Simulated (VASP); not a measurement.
Wanted: the native input for a VASP 6.6.1 run.

```yaml
Task: single point
Functional: PBE
Potentials_or_basis: VASP PAW PBE potentials, release 64 (Si, C)
Cutoff: 520 eV
k_mesh: 12 × 12 × 2
Occupations: gaussian, width 0.05 eV
Spin: no spin polarisation
Dipole_correction: no
Further_INCAR_settings: ALGO = Normal; EDIFF = 1e-06; NBANDS = 36
```

The structure of SiC lies in POSCAR:

```
SiC
1.0
    3.1723110357      0.0000000000      0.0000000000
   -1.5861555179      2.7473019456      0.0000000000
    0.0000000000      0.0000000000     15.5659749019
Si C
6 6
Direct
    0.0000000000      0.0000000000      0.1250412046
    0.0000000000      0.0000000000      0.6250387132
    0.3333333333      0.6666666667      0.2918647478
    0.6666666667      0.3333333333      0.7917698400
    0.3333333333      0.6666666667      0.9583511446
    0.6666666667      0.3333333333      0.4582680052
    0.0000000000      0.0000000000      0.9977393199
    0.0000000000      0.0000000000      0.5016375659
    0.3333333333      0.6666666667      0.1686482863
    0.6666666667      0.3333333333      0.6650107867
    0.3333333333      0.6666666667      0.8351935973
    0.6666666667      0.3333333333      0.3314367883
```

This cell differs from its parent crystal: atoms displaced along a vibrational mode, the cell strained.

The input as run:

INCAR

```
SYSTEM = SiC
PREC     = Accurate       ! precision mode
ENCUT    = 520            ! plane-wave cutoff, eV
EDIFF    = 1E-6           ! SCF threshold, eV
ISMEAR   = 0              ! smearing method
SIGMA    = 0.05           ! smearing width, eV
LREAL    = .FALSE.        ! projectors in reciprocal space
LASPH    = .TRUE.         ! aspherical terms in the spheres
NELM     = 100            ! most SCF steps
ALGO     = Normal         ! electronic algorithm
ISIF     = 2              ! what is computed and relaxed
LWAVE    = .FALSE.        ! write WAVECAR
LCHARG   = .TRUE.         ! write CHGCAR
GGA      = PE             ! functional
LELF     = .TRUE.         ! ELF
LVHAR    = .TRUE.       
NBANDS   = 36             ! bands
```

KPOINTS

```
regular mesh
0
G
  12 12 2
  0 0 0
```

Potentials or basis: VASP PAW PBE potentials, release 64 (Si, C).

Command:

```bash
$ cat potpaw_PBE.64/Si/POTCAR potpaw_PBE.64/C/POTCAR > POTCAR
$ mpirun -np 1 vasp_std > vasp.out
```

It gave:

```yaml
Pressure: -13.5 GPa
Largest_force: 0.786 eV/Å
Band_gap_on_the_k_mesh: 2.03 eV (least direct gap 3.11 eV)
```

Caveat: the cell differs from its parent crystal (atoms displaced along a vibrational mode, the cell strained); the cell stands under tension.

Run time: 2.1 min on 1 thread of Intel(R) Xeon(R) Platinum 8559C (Emerald Rapids), on a shared host, peak memory 0.31 GiB.
